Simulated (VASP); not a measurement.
Set up this calculation in VASP 6.6.1, as the native input.

- Task: single point
- Functional: PBE
- Potentials or basis: VASP PAW PBE potentials, release 64 (Li_sv)
- Cutoff: 520 eV
- k mesh: 6 × 6 × 4
- Occupations: gaussian, width 0.1 eV
- Spin: no spin polarisation
- Dipole correction: no
- Further INCAR settings: ALGO = Normal; EDIFF = 1e-07; NBANDS = 14

The structure of Li lies in POSCAR:

```
Li
1.0
    1.5810737421     -5.2095324616      0.0000000000
    1.5810737421      5.2095324616      0.0000000000
    0.0000000000      0.0000000000      4.8803180419
Li
4
Direct
    0.1310580507      0.8689419493      1.0005791851
    0.6310580507      0.3689419493      0.4994208149
    0.8689419493      0.1310580507     -0.0005791851
    0.3689419493      0.6310580507      0.5005791851
```

The input as run:

INCAR

```
PREC = Accurate ; ENCUT = 520
EDIFF = 1E-7 ; ISMEAR = 0
SIGMA = 0.1 ; LREAL = False
LASPH = True ; NELM = 100
ALGO = Normal ; ISIF = 2
LWAVE = False ; LCHARG = True
GGA = PE ; LELF = True
LVHAR = True ; NBANDS = 14
```

KPOINTS

```
Automatic mesh
0
Gamma
  6 6 4
```

Potentials or basis: VASP PAW PBE potentials, release 64 (Li_sv).

The run is started by

```sh
$ cat potpaw_PBE.64/Li_sv/POTCAR > POTCAR
$ mpirun -np 1 vasp_std > vasp.out
```

It gave:

The largest force is 0.014 eV/Å and the band gap on the k mesh is zero (band 6 reaches 1.87 eV, above the bottom of band 7 at -0.58 eV).

Run time: 80 s on 1 thread of AMD EPYC 7R43 64-Core Processor (Zen 3) (shared host), peak memory 0.18 GiB.
